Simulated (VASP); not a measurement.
# Co in VASP: notebook

Runs on Co. Level: PBEsol. Tasks: single point.

Program: VASP 6.6.1. These are calculated values, not measurements. Logs are shortened: lines on timing, memory, paths and dates and some standing lists are left out, and cuts for length are marked.

## Step 1: The cell of the first run

The cell holds a slab with vacuum, 6 atoms: a = 2.456 Å, b = 2.456 Å, c = 24.924 Å, α = 90.00°, β = 90.00°, γ = 120.00°.

## Step 2: Single point, PBEsol, collinear spin, ferromagnetic start

Input file INCAR:

```
ALGO     = Normal         # electronic algorithm
DIPOL    = 0.5 0.5 0.500
EDIFF    = 1E-6           # SCF threshold, eV
ENCUT    = 520            # plane-wave cutoff, eV
GGA      = PS             # functional
IDIPOL   = 3            
ISIF     = 2              # what is computed and relaxed
ISMEAR   = 0              # smearing method
ISPIN    = 2              # spin polarisation
LASPH    = True           # aspherical terms in the spheres
LCHARG   = True           # write CHGCAR
LDIPOL   = True         
LELF     = True           # ELF
LMAXMIX  = 4              # l up to which the mixer works
LORBIT   = 11             # projections on sites
LREAL    = False          # projectors in reciprocal space
LVACPOTAV= True         
LVHAR    = True         
LWAVE    = False          # write WAVECAR
MAGMOM   = 1.8 1.8 1.8 1.8 1.8 1.8 # initial moments
NBANDS   = 40             # bands
NELM     = 150            # most SCF steps
PREC     = Accurate       # precision mode
SIGMA    = 0.1            # smearing width, eV
```

Input file KPOINTS:

```
k-points
0
Gamma
  15 15 1
```

Input file POSCAR:

```
Co
1.0
    2.4564222948      0.0000000000      0.0000000000
   -1.2282111474      2.1273241097      0.0000000000
    0.0000000000      0.0000000000     24.9235339991
Co
6
Direct
    0.6666666667      0.3333333333      0.3009204072
    0.3333333333      0.6666666667      0.3805522443
    0.6666666667      0.3333333333      0.4601840814
    0.3333333333      0.6666666667      0.5398159186
    0.6666666667      0.3333333333      0.6194477557
    0.3333333333      0.6666666667      0.6990795928
```

Potentials or basis: VASP PAW PBE potentials, release 64 (Co).

Started as:

```sh
cat potpaw_PBE.64/Co/POTCAR > POTCAR
mpirun -np 1 vasp_std > vasp.out
```

OUTCAR:

```text
EDIFF = 1E-6
   ENCUT = 520
   GGA = PS
   ISIF = 2
   ISMEAR = 0
   ISPIN = 2
   LASPH = True
   LORBIT = 11
   LREAL = False
   NELM = 150
   PREC = Accurate

 ion  position               nearest neighbor table
   1  0.667  0.333  0.301-   2 2.44   2 2.44   2 2.44
   2  0.333  0.667  0.381-   1 2.44   3 2.44   1 2.44   3 2.44   1 2.44   3 2.44
   3  0.667  0.333  0.460-   2 2.44   2 2.44   2 2.44   4 2.44   4 2.44   4 2.44
   4  0.333  0.667  0.540-   5 2.44   5 2.44   5 2.44   3 2.44   3 2.44   3 2.44
   5  0.667  0.333  0.619-   6 2.44   4 2.44   6 2.44   4 2.44   6 2.44   4 2.44
   6  0.333  0.667  0.699-   5 2.44   5 2.44   5 2.44

  LATTYP: Found a hexagonal cell.
 ALAT       =     2.4564222948
 C/A-ratio  =    10.1462741369

  Lattice vectors:

 A1 = (   2.4564222948,   0.0000000000,   0.0000000000)
 A2 = (  -1.2282111474,   2.1273241097,   0.0000000000)
 A3 = (   0.0000000000,   0.0000000000,  24.9235339991)

Analysis of symmetry for initial positions (statically):
=====================================================================
 Subroutine PRICEL returns:
 Original cell was already a primitive cell.

 Routine SETGRP: Setting up the symmetry group for a
 hexagonal supercell.

 Subroutine GETGRP returns: Found 12 space group operations
 (whereof 12 operations were pure point group operations)
 out of a pool of 24 trial point group operations.

The static configuration has the point symmetry D_3d.

Analysis of symmetry for dynamics (positions and initial velocities):
=====================================================================
 Subroutine PRICEL returns:
 Original cell was already a primitive cell.

 Routine SETGRP: Setting up the symmetry group for a
 hexagonal supercell.

 Subroutine GETGRP returns: Found 12 space group operations
 (whereof 12 operations were pure point group operations)
 out of a pool of 24 trial point group operations.

The dynamic configuration has the point symmetry D_3d.

Analysis of structural, dynamic, and magnetic symmetry:
=====================================================================
 Subroutine PRICEL returns:
 Original cell was already a primitive cell.

 Routine SETGRP: Setting up the symmetry group for a
 hexagonal supercell.

 Subroutine GETGRP returns: Found 12 space group operations
 (whereof 12 operations were pure point group operations)
 out of a pool of 24 trial point group operations.

The overall configuration has the point symmetry D_3d.

 Subroutine INISYM returns: Found 12 space group operations
[... 149 lines left out ...]
 dipolmoment           0.000000      0.000000      0.000000 electrons x Angstroem

 Free energy of the ion-electron system (eV)
  ---------------------------------------------------
  ext. energy  EPLUGINS =         0.00000000
  ---------------------------------------------------
  free energy    TOTEN  =       -44.76177567 eV

  energy without entropy =      -44.73363072  energy(sigma->0) =      -44.74770319

 E-fermi :   2.5377     XC(G=0):  -7.3957

 val. band max:        2.5301606682   @ k =   0.3333   0.2667   0.0000
 cond. band min:       2.5467086399   @ k =   0.2000   0.0000   0.0000
 fundamental gap:      0.0165479717
 Fermi energy:         2.5377332096

 spin component 1

 k-point     1 :       0.0000    0.0000    0.0000
  band No.  band energies     occupation
      1      -6.4770      1.00000
      2      -5.7892      1.00000
      3      -4.7208      1.00000
      4      -3.6183      1.00000
      5      -2.9852      1.00000
      6      -2.8400      1.00000
[... 997 lines left out ...]
     38      10.1242      0.00000
     39      11.1107      0.00000

 [... further k-points ...]

 spin component 2

 k-point     1 :       0.0000    0.0000    0.0000
  band No.  band energies     occupation
      1      -6.4045      1.00000
      2      -5.7046      1.00000
      3      -4.6030      1.00000
      4      -3.3458      1.00000
      5      -2.3543      1.00000
      6      -1.9546      1.00000
[... 997 lines left out ...]
     38      10.8136      0.00000
     39      11.7962      0.00000

 [... further k-points ...]

 [bands above 39 left out]

------------------------ aborting loop because EDIFF is reached ----------------------------------------

  FORCE on cell =-STRESS in cart. coord.  units (eV):
  Direction    XX          YY          ZZ          XY          YZ          ZX
  --------------------------------------------------------------------------------------
  -------------------------------------------------------------------------------------
  Total       -2.1592904     -2.1592904     -1.4464427      0.0000000      0.0000000     -0.0000000
  in kB      -26.5628899    -26.5628899    -17.7936685      0.0000000      0.0000000     -0.0000000
  external PRESSURE =     -23.6398161 kB  Pullay stress =       0.0000000 kB

 VOLUME and BASIS-vectors are now :
 -----------------------------------------------------------------------------
  energy-cutoff  :      520.00
  volume of cell :      130.24
      direct lattice vectors                 reciprocal lattice vectors
     2.456422295  0.000000000  0.000000000     0.407096126  0.235037058  0.000000000
    -1.228211147  2.127324110  0.000000000     0.000000000  0.470074116  0.000000000
     0.000000000  0.000000000 24.923533999     0.000000000  0.000000000  0.040122721

 POSITION                                       TOTAL-FORCE (eV/Angst)
 -----------------------------------------------------------------------------------
      1.22821      0.70911      7.50000        -0.000000     -0.000000      0.380423
     -0.00000      1.41822      9.48471        -0.000000     -0.000000     -0.467906
      1.22821      0.70911     11.46941         0.000000     -0.000000      0.227299
     -0.00000      1.41822     13.45412         0.000000     -0.000000     -0.227299
      1.22821      0.70911     15.43883        -0.000000      0.000000      0.467906
     -0.00000      1.41822     17.42353         0.000000      0.000000     -0.380423
 -----------------------------------------------------------------------------------
    total drift:                                0.000000     -0.000000      0.000000

  FREE ENERGIE OF THE ION-ELECTRON SYSTEM (eV)
  ---------------------------------------------------
  free  energy   TOTEN  =       -44.7617756660 eV

  energy  without entropy=      -44.7336307158  energy(sigma->0) =      -44.74770319

 vacuum level on the upper side and lower side of the slab         7.671         7.671

 total charge

# of ion       s       p       d       tot
------------------------------------------
    1        0.496   0.432   7.246   8.173
    2        0.506   0.563   7.289   8.358
    3        0.508   0.565   7.290   8.364
    4        0.508   0.565   7.290   8.364
    5        0.506   0.563   7.289   8.358
    6        0.496   0.432   7.246   8.173
--------------------------------------------------
tot          3.019   3.121  43.651  49.791

 magnetization (x)

# of ion       s       p       d       tot
------------------------------------------
    1       -0.011  -0.039   1.764   1.714
    2       -0.015  -0.052   1.696   1.629
    3       -0.014  -0.052   1.654   1.588
    4       -0.014  -0.052   1.654   1.588
    5       -0.015  -0.052   1.696   1.629
    6       -0.011  -0.039   1.764   1.714
--------------------------------------------------
tot         -0.081  -0.286  10.230   9.863
```

Run time: 8.8 min. Hardware: 1 thread of AMD EPYC 9R45 (Zen 5), shared host; peak memory 0.36 GiB.

What came out:

```
Free energy                                           : -44.7618 eV
Largest force                                         : 0.468 eV/Å
Net moment                                            : 9.81 μB per cell
Site moments                                          : Co +1.71, +1.63, +1.59 μB
Valence electrons inside the program's atomic spheres : Co 8.17, 8.36
```

Forces on the atoms (eV/Å):
```
Co   0.000  0.000  0.380
Co   0.000  0.000 -0.468
Co   0.000  0.000  0.227
Co   0.000  0.000 -0.227
Co   0.000  0.000  0.468
Co   0.000  0.000 -0.380
```

Levels at points of the mesh, in eV from the Fermi level:
Spin up:
```csv
k point,band 28,band 29,band 30,band 31,band 32,band 33,band 34,band 35,band 36,band 37
"(0.00, 0.00, 0.00)",-1.24,-1.24,-0.98,-0.98,-0.86,-0.86,-0.77,-0.77,-0.46,0.07
```
Spin down:
| k point | band 19 | band 20 | band 21 | band 22 | band 23 | band 24 |
| --- | --- | --- | --- | --- | --- | --- |
| (0.00, 0.00, 0.00) | -0.89 | -0.74 | -0.74 | -0.68 | -0.68 | -0.17 |

Caveat: the PAW data sets were made with another functional, which shifts forces and pressure a little.

## Step 3: Single point, PBEsol, collinear spin, ferromagnetic start

Input file INCAR:

```
ALGO     = Normal         # electronic algorithm
DIPOL    = 0.5 0.5 0.500
EDIFF    = 1E-6           # SCF threshold, eV
ENCUT    = 520            # plane-wave cutoff, eV
GGA      = PS             # functional
IDIPOL   = 3            
ISIF     = 2              # what is computed and relaxed
ISMEAR   = 0              # smearing method
ISPIN    = 2              # spin polarisation
LASPH    = T              # aspherical terms in the spheres
LCHARG   = T              # write CHGCAR
LDIPOL   = T            
LELF     = T              # ELF
LMAXMIX  = 4              # l up to which the mixer works
LORBIT   = 11             # projections on sites
LREAL    = F              # projectors in reciprocal space
LVACPOTAV= T            
LVHAR    = T            
LWAVE    = F              # write WAVECAR
MAGMOM   = 1.8 1.8 1.8 1.8 1.8 1.8 # initial moments
NBANDS   = 40             # bands
NELM     = 150            # most SCF steps
PREC     = Accurate       # precision mode
SIGMA    = 0.1            # smearing width, eV
```

KPOINTS is that of step 2.

Input file POSCAR:

```
Co
1.0
    2.4564222948      0.0000000000      0.0000000000
   -1.2282111474      2.1273241097      0.0000000000
    0.0000000000      0.0000000000     24.9235339991
Co
6
Direct
    0.6666666667      0.3333333333      0.3023595476
    0.3333333333      0.6666666667      0.3796225698
    0.6666666667      0.3333333333      0.4607185073
    0.3333333333      0.6666666667      0.5392814720
    0.6666666667      0.3333333333      0.6203774302
    0.3333333333      0.6666666667      0.6976404732
```

Potentials or basis: VASP PAW PBE potentials, release 64 (Co).

Started as:

```sh
cat potpaw_PBE.64/Co/POTCAR > POTCAR
mpirun -np 1 vasp_std > vasp.out
```

It took 20 min on 1 thread of Oxide Virtual Turin-like, shared host; peak memory 0.36 GiB.

It converged, with:

```yaml
Free_energy: -44.7916 eV
Largest_force: 0.035 eV/Å
Net_moment: 9.83 μB per cell
Site_moments: Co +1.70, +1.63, +1.60 μB
Valence_electrons_inside_the_program's_atomic_spheres: Co 8.21, 8.37, 8.36
```

Forces in eV/Å, atoms in the order of the input:
```
Co   0.000  0.000  0.035
Co   0.000  0.000  0.000
Co   0.000  0.000 -0.005
Co   0.000  0.000  0.005
Co   0.000  0.000  0.000
Co   0.000  0.000 -0.035
```

Levels at points of the mesh, in eV from the Fermi level:
Spin up:
```
           k point  band 29  band 30  band 31  band 32  band 33  band 34  band 35  band 36
(0.00, 0.00, 0.00)    -1.28    -0.95    -0.95    -0.84    -0.84    -0.78    -0.78    -0.41
```
Spin down:
```tsv
k point	band 18	band 19	band 20	band 21	band 22	band 23	band 24	band 25
(0.00, 0.00, 0.00)	-0.93	-0.93	-0.80	-0.80	-0.72	-0.72	-0.12	-0.05
```

Caveat: the PAW data sets were made with another functional, which shifts forces and pressure a little.
